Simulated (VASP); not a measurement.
# Pt (Fm-3m) in VASP: notebook

Runs on Pt. Level: BLYP. Tasks: single point.

All numbers are computed with VASP 6.6.1; they aren't measurements. Logs are shortened: lines on timing, memory, paths and dates and some standing lists are left out, and cuts for length are marked.

### 1 The cell of the first run

The structure is cubic, space group Fm-3m (No. 225). The conventional cell has a = 4.159 Å, b = 4.159 Å, c = 4.159 Å, α = 90.00°, β = 90.00°, γ = 90.00°. Within 3.9 Å of Pt (site symmetry m-3m) lie 12 Pt at 2.94 Å.

### 2 Single point, BLYP (volume scaled by 1.08)

File INCAR:

```
AGGAC = 1.0
AGGAX = 1.0
ALDAC = 0.0
ALDAX = 1.0
ALGO = Normal
EDIFF = 1E-6
ENCUT = 520
GGA = B5
ISIF = 2
ISMEAR = -1
LASPH = T
LCHARG = F
LREAL = F
LWAVE = F
NBANDS = 11
NELM = 60
PREC = Accurate
SIGMA = 0.1
```

File KPOINTS:

```
k-points
0
Gamma
  22 22 22
```

File POSCAR:

```
Pt
1.0
    0.0000000000      2.0793379321      2.0793379321
    2.0793379321      0.0000000000      2.0793379321
    2.0793379321      2.0793379321      0.0000000000
Pt
1
Direct
    0.0000000000      0.0000000000      0.0000000000
```

Potentials or basis: VASP PAW PBE potentials, release 64 (Pt).

Started as:

```bash
cat potpaw_PBE.64/Pt/POTCAR > POTCAR
mpirun -np 1 vasp_std > vasp.out
```

OUTCAR:

```text
EDIFF = 1E-6
   ENCUT = 520
   GGA = B5
   ISIF = 2
   ISMEAR = -1
   LASPH = T
   LREAL = F
   NELM = 60
   PREC = Accurate

 ion  position               nearest neighbor table
   1  0.000  0.000  0.000-

  LATTYP: Found a face centered cubic cell.
 ALAT       =     4.1586758642

  Lattice vectors:

 A1 = (   0.0000000000,   2.0793379321,   2.0793379321)
 A2 = (   2.0793379321,   0.0000000000,   2.0793379321)
 A3 = (   2.0793379321,   2.0793379321,   0.0000000000)

Analysis of symmetry for initial positions (statically):
=====================================================================
 Subroutine PRICEL returns:
 Original cell was already a primitive cell.

 Routine SETGRP: Setting up the symmetry group for a
 face centered cubic supercell.

 Subroutine GETGRP returns: Found 48 space group operations
 (whereof 48 operations were pure point group operations)
 out of a pool of 48 trial point group operations.

The static configuration has the point symmetry O_h .

Analysis of symmetry for dynamics (positions and initial velocities):
=====================================================================
 Subroutine PRICEL returns:
 Original cell was already a primitive cell.

 Routine SETGRP: Setting up the symmetry group for a
 face centered cubic supercell.

 Subroutine GETGRP returns: Found 48 space group operations
 (whereof 48 operations were pure point group operations)
 out of a pool of 48 trial point group operations.

The dynamic configuration has the point symmetry O_h .

 Subroutine INISYM returns: Found 48 space group operations
 (whereof 48 operations are pure point group operations),
 and found     1 'primitive' translations

----------------------------------------------------------------------------------------

                                     Primitive cell

  volume of cell :      17.9806

  direct lattice vectors                    reciprocal lattice vectors
     0.000000000  2.079337932  2.079337932    -0.240461155  0.240461155  0.240461155
     2.079337932  0.000000000  2.079337932     0.240461155 -0.240461155  0.240461155
     2.079337932  2.079337932  0.000000000     0.240461155  0.240461155 -0.240461155

  length of vectors
     2.940627904  2.940627904  2.940627904     0.416490937  0.416490937  0.416490937

  position of ions in fractional coordinates (direct lattice)
     0.000000000  0.000000000  0.000000000

  ion indices of the primitive-cell ions
   primitive index   ion index
                 1           1

----------------------------------------------------------------------------------------

 KPOINTS: k-points

Automatic generation of k-mesh.
 Grid dimensions read from file:
 generate k-points for:   22   22   22

 Generating k-lattice:

  Cartesian coordinates                     Fractional coordinates (reciprocal lattice)
    -0.010930052  0.010930052  0.010930052     0.045454545  0.000000000  0.000000000
     0.010930052 -0.010930052  0.010930052     0.000000000  0.045454545  0.000000000
     0.010930052  0.010930052 -0.010930052     0.000000000  0.000000000  0.045454545

  Length of vectors
     0.018931406  0.018931406  0.018931406

  Shift w.r.t. Gamma in fractional coordinates (k-lattice)
     0.000000000  0.000000000  0.000000000

 Subroutine IBZKPT returns following result:
 ===========================================

 Found    328 irreducible k-points:

 Following reciprocal coordinates:
            Coordinates               Weight
  0.000000  0.000000  0.000000      1.000000
  0.045455  0.000000  0.000000      8.000000
  0.090909  0.000000  0.000000      8.000000
  0.136364  0.000000  0.000000      8.000000
  0.181818  0.000000  0.000000      8.000000
  0.227273  0.000000  0.000000      8.000000
[... 16 lines left out ...]
  0.500000  0.045455  0.000000     24.000000
 -0.454545  0.045455  0.000000     24.000000
 [... further k-points ...]
   k-points           NKPTS =    328   k-points in BZ     NKDIM =    328   number of bands    NBANDS=     11
   number of dos      NEDOS =    301   number of ions     NIONS =      1
   total plane-waves  NPLWV =  13824
   dimension x,y,z NGX =    24 NGY =   24 NGZ =   24
   dimension x,y,z NGXF=    48 NGYF=   48 NGZF=   48
   ions per type =               1
   NGX,Y,Z   is equivalent  to a cutoff of  13.57, 13.57, 13.57 a.u.
   NGXF,Y,Z  is equivalent  to a cutoff of  27.14, 27.14, 27.14 a.u.
 SYSTEM =  unknown system
   PREC   = accura    normal or accurate (medium, high low for compatibility)
   ISTART =      0    job   : 0-new  1-cont  2-samecut
   ICHARG =      2    charge: 1-file 2-atom 10-const
   ISPIN  =      1    spin polarized calculation?
   LNONCOLLINEAR =      F non collinear calculations
   LSORBIT =      F    spin-orbit coupling
   LASPH  =      T    aspherical Exc in radial PAW
   ENCUT  =  520.0 eV  38.22 Ry    6.18 a.u.   5.47  5.47  5.47*2*pi/ulx,y,z
   NELM   =     60;   NELMIN=  2; NELMDL= -5     # of ELM steps
   EDIFF  = 0.1E-05   stopping-criterion for ELM
   LREAL  =      F    real-space projection
   EDIFFG = 0.1E-04   stopping-criterion for IOM
   NSW    =      0    number of steps for IOM
   IBRION =     -1    ionic relax: 0-MD 1-quasi-New 2-CG
   NFREE  =      0    steps in history (QN), initial steepest desc. (CG)
   ISIF   =      2    stress and relaxation
   ISYM   =      2    0-nonsym 1-usesym 2-fastsym
   POTIM  = 0.5000    time-step for ionic-motion
   TEBEG  =    0.0;   TEEND  =   0.0 temperature during run
   PSTRESS=    0.0 pullay stress
   NELECT =      10.0000    total number of electrons
   NUPDOWN=      -1.0000    fix difference up-down
   EMIN   =  10.00;   EMAX   =-10.00  energy-range for DOS
   EFERMI =   0.00;   METHOD = LEGACY
   ISMEAR =    -1;   SIGMA  =   0.10  broadening in eV -4-tet -1-fermi 0-gaus
   EFERMI_NEDOS =   21; number of points for ismear=-14 and -15
   IALGO  =     38    algorithm
   IMIX   =      4    mixing-type and parameters
     AMIX     =   0.40;   BMIX     =  1.00
     AMIX_MAG =   1.60;   BMIX_MAG =  1.00
  volume/ion in A,a.u.               =      17.98       121.34
  Fermi-wavevector in a.u.,A,eV,Ry     =   1.346294  2.544126 24.660645  1.812506
  Thomas-Fermi vector in A             =   2.474137
   LORBIT       =      0    0 simple, 1 ext, 2 COOP (PROOUT), +10 PAW based schemes
   GGA     = B5    functional components
   LHFCALC =     F    Hartree Fock is set to
   AEXX    =    0.0000 exact exchange contribution
   IVDW    =     0    specifies the selected vdW correction
   LEPSILON=     F    determine dielectric tensor
   LRPA    =     F    only Hartree local field effects (RPA)
 non-spin polarized calculation
  energy-cutoff  :      520.00
  volume of cell :       17.98
 maximum number of plane-waves:       531
 NGX is ok and might be reduce to    24
   NGX = 11   NGY = 11   NGZ = 11

 number of electron      10.0000001 magnetization

 Free energy of the ion-electron system (eV)
  ---------------------------------------------------
  ext. energy  EPLUGINS =         0.00000000
  ---------------------------------------------------
  free energy    TOTEN  =        -4.98546284 eV

  energy without entropy =       -4.91932216  energy(sigma->0) =       -4.95239250

 E-fermi :   8.7579     XC(G=0): -11.7900

 val. band max:        8.7565652083   @ k =  -0.4545   0.2727   0.0000
 cond. band min:       8.7582439837   @ k =   0.5000   0.0455   0.0000
 fundamental gap:      0.0016787754
 Fermi energy:         8.7578514924

 k-point     1 :       0.0000    0.0000    0.0000
  band No.  band energies     occupation
      1       0.4917      2.00000
      2       5.8954      2.00000
      3       5.8954      2.00000
      4       5.8954      2.00000
      5       7.4993      1.99999
      6       7.4993      1.99999
      7      24.0116      0.00000
      8      27.8248      0.00000
      9      27.8248      0.00000
     10      27.8248      0.00000
     11      33.0518      0.00000

 k-point     2 :       0.0455    0.0000    0.0000
  band No.  band energies     occupation
      1       0.5625      2.00000
      2       5.8697      2.00000
      3       5.9216      2.00000
      4       5.9216      2.00000
      5       7.4866      1.99999
      6       7.4866      1.99999
      7      24.1055      0.00000
      8      27.3915      0.00000
      9      27.9161      0.00000
     10      27.9161      0.00000
     11      33.4525      0.00000

 k-point     3 :       0.0909    0.0000    0.0000
  band No.  band energies     occupation
      1       0.7713      2.00000
      2       5.7998      2.00000
      3       5.9935      2.00000
      4       5.9935      2.00000
      5       7.4560      2.00000
      6       7.4560      2.00000
      7      24.3583      0.00000
      8      26.3769      0.00000
      9      28.1807      0.00000
     10      28.1807      0.00000
     11      33.6823      0.00000

 k-point     4 :       0.1364    0.0000    0.0000
  band No.  band energies     occupation
      1       1.1060      2.00000
      2       5.7087      2.00000
      3       6.0898      2.00000
      4       6.0898      2.00000
      5       7.4318      2.00000
      6       7.4318      2.00000
      7      24.5592      0.00000
      8      25.2448      0.00000
      9      28.5871      0.00000
     10      28.5871      0.00000
     11      32.4977      0.00000
[... 239 lines left out ...]
 k-point    22 :       0.4545    0.0455    0.0000
  band No.  band energies     occupation
      1       3.1649      2.00000
      2       5.8516      2.00000
      3       5.9429      2.00000
      4       7.9085      1.99959
      5       8.7198      1.18789
      6       9.2083      0.02187
      7      14.3367      0.00000
      8      23.7625      0.00000
      9      26.3852      0.00000
     10      26.6750      0.00000
     11      34.1778      0.00000

 k-point    23 :       0.5000    0.0455    0.0000
  band No.  band energies     occupation
      1       3.1718      2.00000
      2       5.8275      2.00000
      3       5.9099      2.00000
      4       8.2233      1.99051
      5       8.7582      0.99804
      6       9.7242      0.00013
      7      13.4392      0.00000
      8      23.6470      0.00000
      9      26.2654      0.00000
     10      26.3333      0.00000
     11      34.5072      0.00000

 k-point    24 :      -0.4545    0.0455    0.0000
  band No.  band energies     occupation
      1       3.1712      2.00000
      2       5.8389      2.00000
      3       5.9098      2.00000
      4       8.2023      1.99230
      5       8.6842      1.35239
      6       9.6175      0.00037
      7      13.6462      0.00000
      8      23.6684      0.00000
      9      26.1344      0.00000
     10      26.5688      0.00000
     11      34.4050      0.00000

 [... further k-points ...]

------------------------ aborting loop because EDIFF is reached ----------------------------------------

  FORCE on cell =-STRESS in cart. coord.  units (eV):
  Direction    XX          YY          ZZ          XY          YZ          ZX
  --------------------------------------------------------------------------------------
  -------------------------------------------------------------------------------------
  Total       -1.2931860     -1.2931860     -1.2931860      0.0000000      0.0000000     -0.0000000
  in kB     -115.2302111   -115.2302111   -115.2302111      0.0000000      0.0000000     -0.0000000
  external PRESSURE =    -115.2302111 kB  Pullay stress =       0.0000000 kB

 VOLUME and BASIS-vectors are now :
 -----------------------------------------------------------------------------
  energy-cutoff  :      520.00
  volume of cell :       17.98
      direct lattice vectors                 reciprocal lattice vectors
     0.000000000  2.079337932  2.079337932    -0.240461155  0.240461155  0.240461155
     2.079337932  0.000000000  2.079337932     0.240461155 -0.240461155  0.240461155
     2.079337932  2.079337932  0.000000000     0.240461155  0.240461155 -0.240461155

 POSITION                                       TOTAL-FORCE (eV/Angst)
 -----------------------------------------------------------------------------------
      0.00000      0.00000      0.00000         0.000000      0.000000      0.000000
 -----------------------------------------------------------------------------------
    total drift:                               -0.000000      0.000000     -0.000000

  FREE ENERGIE OF THE ION-ELECTRON SYSTEM (eV)
  ---------------------------------------------------
  free  energy   TOTEN  =        -4.9854628352 eV

  energy  without entropy=       -4.9193221594  energy(sigma->0) =       -4.95239250
```

It took 41 s on 1 thread of Intel Xeon Platinum 8488C (Sapphire Rapids), shared host; peak memory 0.19 GiB.

What came out:

```yaml
Free_energy: -4.9855 eV
Pressure: -11.5 GPa
Band_gap_on_the_k_mesh: zero (band 5 reaches 9.09 eV, above the bottom of band 6 at 7.43 eV)
```

Levels at points of the mesh, in eV from the Fermi level:
```
           k point  band 2  band 3  band 4  band 5  band 6  band 7  band 8  band 9
(0.00, 0.00, 0.00)   -2.86   -2.86   -2.86   -1.26   -1.26   15.25   19.07   19.07
(0.50, 0.00, 0.00)   -2.89   -2.89    0.00    0.00    0.46    4.62   14.81   17.71
(0.50, 0.50, 0.00)   -4.98   -0.04    0.33    0.33    2.32    7.12   10.90   10.90
```

Caveat: the PAW data sets were made with another functional, which shifts forces and pressure a little; spin-orbit coupling is left out, which moves the levels of the heavy elements.

(Continued in part 2 of 2.)
